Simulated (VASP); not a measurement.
# CaO (Fm-3m) in VASP: a series of runs

Aim: see how the results for CaO move with the level of theory and the settings. Levels: PBE, r2SCAN. Tasks: electric field gradients.

Everything below comes from runs of VASP 6.6.1. Logs are shortened: lines on timing, memory, paths and dates and some standing lists are left out, and cuts for length are marked.

### Step 1. The cell of the first run

The structure is cubic, space group Fm-3m (No. 225). The conventional cell has a = 4.898 Å, b = 4.898 Å, c = 4.898 Å, α = 90.00°, β = 90.00°, γ = 90.00°. Within 3.2 Å of Ca (site symmetry m-3m) lie 6 O at 2.45 Å. O (site symmetry m-3m) has 6 Ca at 2.45 Å within 3.2 Å.

### Step 2. Electric field gradients, PBE

INCAR

```
PREC     = Accurate       # precision mode
ENCUT    = 520            # plane-wave cutoff, eV
EDIFF    = 1E-8           # SCF threshold, eV
ISMEAR   = -1             # smearing method
SIGMA    = 0.02           # smearing width, eV
LREAL    = False          # projectors in reciprocal space
LASPH    = True           # aspherical terms in the spheres
NELM     = 60             # most SCF steps
ALGO     = Normal         # electronic algorithm
ISIF     = 2              # what is computed and relaxed
LWAVE    = False          # write WAVECAR
LCHARG   = False          # write CHGCAR
GGA      = PE             # functional
LEFG     = True         
NBANDS   = 15             # bands
```

KPOINTS

```
regular mesh
0
Gamma
  11 11 11
```

POSCAR

```
CaO
1.0
    0.0000000000      2.4490000000      2.4490000000
    2.4490000000      0.0000000000      2.4490000000
    2.4490000000      2.4490000000      0.0000000000
Ca O
1 1
Direct
    0.0000000000      0.0000000000      0.0000000000
    0.5000000000      0.5000000000      0.5000000000
```

Potentials or basis: VASP PAW PBE potentials, release 64 (Ca_sv, O).

The run is started by

```sh
$ cat potpaw_PBE.64/Ca_sv/POTCAR potpaw_PBE.64/O/POTCAR > POTCAR
$ mpirun -np 1 vasp_std > vasp.out
```

OUTCAR:

```text
PREC = Accurate
   ENCUT = 520
   EDIFF = 1E-8
   ISMEAR = -1
   LREAL = False
   LASPH = True
   NELM = 60
   ISIF = 2
   GGA = PE

 ion  position               nearest neighbor table
   1  0.000  0.000  0.000-   2 2.45   2 2.45   2 2.45   2 2.45   2 2.45   2 2.45
   2  0.500  0.500  0.500-   1 2.45   1 2.45   1 2.45   1 2.45   1 2.45   1 2.45

  LATTYP: Found a face centered cubic cell.
 ALAT       =     4.8980000000

  Lattice vectors:

 A1 = (   0.0000000000,   2.4490000000,   2.4490000000)
 A2 = (   2.4490000000,   0.0000000000,   2.4490000000)
 A3 = (   2.4490000000,   2.4490000000,   0.0000000000)

Analysis of symmetry for initial positions (statically):
=====================================================================
 Subroutine PRICEL returns:
 Original cell was already a primitive cell.

 Routine SETGRP: Setting up the symmetry group for a
 face centered cubic supercell.

 Subroutine GETGRP returns: Found 48 space group operations
 (whereof 48 operations were pure point group operations)
 out of a pool of 48 trial point group operations.

The static configuration has the point symmetry O_h .

Analysis of symmetry for dynamics (positions and initial velocities):
=====================================================================
 Subroutine PRICEL returns:
 Original cell was already a primitive cell.

 Routine SETGRP: Setting up the symmetry group for a
 face centered cubic supercell.

 Subroutine GETGRP returns: Found 48 space group operations
 (whereof 48 operations were pure point group operations)
 out of a pool of 48 trial point group operations.

The dynamic configuration has the point symmetry O_h .

 Subroutine INISYM returns: Found 48 space group operations
 (whereof 48 operations are pure point group operations),
 and found     1 'primitive' translations

----------------------------------------------------------------------------------------

                                     Primitive cell

  volume of cell :      29.3762

  direct lattice vectors                    reciprocal lattice vectors
     0.000000000  2.449000000  2.449000000    -0.204164965  0.204164965  0.204164965
     2.449000000  0.000000000  2.449000000     0.204164965 -0.204164965  0.204164965
     2.449000000  2.449000000  0.000000000     0.204164965  0.204164965 -0.204164965

  length of vectors
     3.463409014  3.463409014  3.463409014     0.353624093  0.353624093  0.353624093

  position of ions in fractional coordinates (direct lattice)
     0.000000000  0.000000000  0.000000000
     0.500000000  0.500000000  0.500000000

  ion indices of the primitive-cell ions
   primitive index   ion index
                 1           1
                 2           2

----------------------------------------------------------------------------------------

 KPOINTS: regular mesh

Automatic generation of k-mesh.
 Grid dimensions read from file:
 generate k-points for:   11   11   11

 Generating k-lattice:

  Cartesian coordinates                     Fractional coordinates (reciprocal lattice)
    -0.018560451  0.018560451  0.018560451     0.090909091  0.000000000  0.000000000
     0.018560451 -0.018560451  0.018560451     0.000000000  0.090909091  0.000000000
     0.018560451  0.018560451 -0.018560451     0.000000000  0.000000000  0.090909091

  Length of vectors
     0.032147645  0.032147645  0.032147645

  Shift w.r.t. Gamma in fractional coordinates (k-lattice)
     0.000000000  0.000000000  0.000000000

 Subroutine IBZKPT returns following result:
 ===========================================

 Found     56 irreducible k-points:

 Following reciprocal coordinates:
            Coordinates               Weight
  0.000000  0.000000  0.000000      1.000000
  0.090909  0.000000  0.000000      8.000000
  0.181818  0.000000  0.000000      8.000000
  0.272727  0.000000  0.000000      8.000000
  0.363636  0.000000  0.000000      8.000000
  0.454545  0.000000  0.000000      8.000000
[... 16 lines left out ...]
 -0.272727  0.181818  0.000000     24.000000
 -0.181818  0.181818  0.000000     12.000000
 [... further k-points ...]
   k-points           NKPTS =     56   k-points in BZ     NKDIM =     56   number of bands    NBANDS=     15
   number of dos      NEDOS =    301   number of ions     NIONS =      2
   total plane-waves  NPLWV =  21952
   dimension x,y,z NGX =    28 NGY =   28 NGZ =   28
   dimension x,y,z NGXF=    56 NGYF=   56 NGZF=   56
   ions per type =               1   1
   NGX,Y,Z   is equivalent  to a cutoff of  13.44, 13.44, 13.44 a.u.
   NGXF,Y,Z  is equivalent  to a cutoff of  26.88, 26.88, 26.88 a.u.
 SYSTEM =  unknown system
   PREC   = accura    normal or accurate (medium, high low for compatibility)
   ISTART =      0    job   : 0-new  1-cont  2-samecut
   ICHARG =      2    charge: 1-file 2-atom 10-const
   ISPIN  =      1    spin polarized calculation?
   LNONCOLLINEAR =      F non collinear calculations
   LSORBIT =      F    spin-orbit coupling
   LASPH  =      T    aspherical Exc in radial PAW
   ENCUT  =  520.0 eV  38.22 Ry    6.18 a.u.   6.44  6.44  6.44*2*pi/ulx,y,z
   NELM   =     60;   NELMIN=  2; NELMDL= -5     # of ELM steps
   EDIFF  = 0.1E-07   stopping-criterion for ELM
   LREAL  =      F    real-space projection
   EDIFFG = 0.1E-06   stopping-criterion for IOM
   NSW    =      0    number of steps for IOM
   IBRION =     -1    ionic relax: 0-MD 1-quasi-New 2-CG
   NFREE  =      0    steps in history (QN), initial steepest desc. (CG)
   ISIF   =      2    stress and relaxation
   ISYM   =      2    0-nonsym 1-usesym 2-fastsym
   POTIM  = 0.5000    time-step for ionic-motion
   TEBEG  =    0.0;   TEEND  =   0.0 temperature during run
   PSTRESS=    0.0 pullay stress
   NELECT =      16.0000    total number of electrons
   NUPDOWN=      -1.0000    fix difference up-down
   EMIN   =  10.00;   EMAX   =-10.00  energy-range for DOS
   EFERMI =   0.00;   METHOD = LEGACY
   ISMEAR =    -1;   SIGMA  =   0.02  broadening in eV -4-tet -1-fermi 0-gaus
   EFERMI_NEDOS =   21; number of points for ismear=-14 and -15
   IALGO  =     38    algorithm
   IMIX   =      4    mixing-type and parameters
     AMIX     =   0.40;   BMIX     =  1.00
     AMIX_MAG =   1.60;   BMIX_MAG =  1.00
  volume/ion in A,a.u.               =      14.69        99.12
  Fermi-wavevector in a.u.,A,eV,Ry     =   1.336953  2.526474 24.319632  1.787443
  Thomas-Fermi vector in A             =   2.465539
   LORBIT       =      0    0 simple, 1 ext, 2 COOP (PROOUT), +10 PAW based schemes
   GGA     = PE    functional components
   LHFCALC =     F    Hartree Fock is set to
   AEXX    =    0.0000 exact exchange contribution
   IVDW    =     0    specifies the selected vdW correction
   LEPSILON=     F    determine dielectric tensor
   LRPA    =     F    only Hartree local field effects (RPA)
 non-spin polarized calculation
  energy-cutoff  :      520.00
  volume of cell :       29.38
 maximum number of plane-waves:       817
 NGX is ok and might be reduce to    28
   NGX = 13   NGY = 13   NGZ = 13

 number of electron      16.0000005 magnetization

 Free energy of the ion-electron system (eV)
  ---------------------------------------------------
  ext. energy  EPLUGINS =         0.00000000
  ---------------------------------------------------
  free energy    TOTEN  =       -12.79489580 eV

  energy without entropy =      -12.79489580  energy(sigma->0) =      -12.79489580

 E-fermi :   2.4662     XC(G=0): -10.2030

 val. band max:        2.0381399436   @ k =   0.0000   0.0000   0.0000
 cond. band min:       5.7187452348   @ k =   0.4545   0.4545   0.0000
 fundamental gap:      3.6806052912
 Fermi energy:         2.4662347951

 k-point     1 :       0.0000    0.0000    0.0000
  band No.  band energies     occupation
      1     -35.8356      2.00000
      2     -16.6359      2.00000
      3     -16.6359      2.00000
      4     -16.6359      2.00000
      5     -13.3854      2.00000
      6       2.0381      2.00000
      7       2.0381      2.00000
      8       2.0381      2.00000
      9       6.3073      0.00000
     10       8.1201      0.00000
     11       8.1201      0.00000
     12       8.1201      0.00000
     13       9.5277      0.00000
     14       9.5277      0.00000
[... 401 lines left out ...]
      2     -17.1626      2.00000
      3     -16.7567      2.00000
      4     -16.6524      2.00000
      5     -12.7779      2.00000
      6       0.3555      2.00000
      7       1.2131      2.00000
      8       1.5281      2.00000
      9       7.9664      0.00000
     10       8.5849      0.00000
     11       8.9907      0.00000
     12       9.7325      0.00000
     13      10.8999      0.00000
     14      11.2920      0.00000
     15      17.5807      0.00000

 [... further k-points ...]

------------------------ aborting loop because EDIFF is reached ----------------------------------------

  FORCE on cell =-STRESS in cart. coord.  units (eV):
  Direction    XX          YY          ZZ          XY          YZ          ZX
  --------------------------------------------------------------------------------------
  -------------------------------------------------------------------------------------
  Total       -0.6480860     -0.6480860     -0.6480860      0.0000000     -0.0000000      0.0000000
  in kB      -35.3465385    -35.3465385    -35.3465385      0.0000000     -0.0000000      0.0000000
  external PRESSURE =     -35.3465385 kB  Pullay stress =       0.0000000 kB

 VOLUME and BASIS-vectors are now :
 -----------------------------------------------------------------------------
  energy-cutoff  :      520.00
  volume of cell :       29.38
      direct lattice vectors                 reciprocal lattice vectors
     0.000000000  2.449000000  2.449000000    -0.204164965  0.204164965  0.204164965
     2.449000000  0.000000000  2.449000000     0.204164965 -0.204164965  0.204164965
     2.449000000  2.449000000  0.000000000     0.204164965  0.204164965 -0.204164965

 POSITION                                       TOTAL-FORCE (eV/Angst)
 -----------------------------------------------------------------------------------
      0.00000      0.00000      0.00000        -0.000000      0.000000     -0.000000
      2.44900      2.44900      2.44900         0.000000     -0.000000      0.000000
 -----------------------------------------------------------------------------------
    total drift:                                0.000000      0.000000      0.000000

  FREE ENERGIE OF THE ION-ELECTRON SYSTEM (eV)
  ---------------------------------------------------
  free  energy   TOTEN  =       -12.7948957997 eV

  energy  without entropy=      -12.7948957997  energy(sigma->0) =      -12.79489580

 Electric field gradients (V/A^2)
---------------------------------------------------------------------
 ion       V_xx      V_yy      V_zz      V_xy      V_xz      V_yz
---------------------------------------------------------------------
   1      -0.000     0.000     0.000    -0.000    -0.000    -0.000
   2       0.000    -0.000     0.000    -0.002    -0.002    -0.002
---------------------------------------------------------------------

 Electric field gradients after diagonalization (V/A^2)
 (convention: |V_zz| > |V_xx| > |V_yy|)
----------------------------------------------------------------------
 ion       V_xx      V_yy      V_zz     asymmetry (V_yy - V_xx)/ V_zz
----------------------------------------------------------------------
   1       0.000     0.000    -0.000       0.000
   2       0.002     0.002    -0.004       0.000
----------------------------------------------------------------------

           NMR quadrupolar parameters

 Cq : quadrupolar parameter    Cq=e*Q*V_zz/h
 eta: asymmetry parameters     (V_yy - V_xx)/ V_zz
 Q  : nuclear electric quadrupole moment in mb (millibarn)
----------------------------------------------------------------------
 ion       Cq(MHz)       eta       Q (mb)
----------------------------------------------------------------------
   1      -0.000       0.000       1.000
   2      -0.000       0.000       1.000
----------------------------------------------------------------------
```

Run time: 51 s. Hardware: 1 thread of Intel Xeon 8259CL, shared host; peak memory 0.17 GiB.

What came out:

```yaml
Free_energy: -12.7949 eV
Pressure: -3.5 GPa
Band_gap_on_the_k_mesh: 3.68 eV, indirect (least direct gap 4.06 eV)
```

Caveat: without QUAD_EFG the Cq values of the log hold for a quadrupole moment of 1 mb, not for the nuclei. PBE gaps usually lie below the measured ones, often by a third to a half.

(Continued in part 2 of 4.)
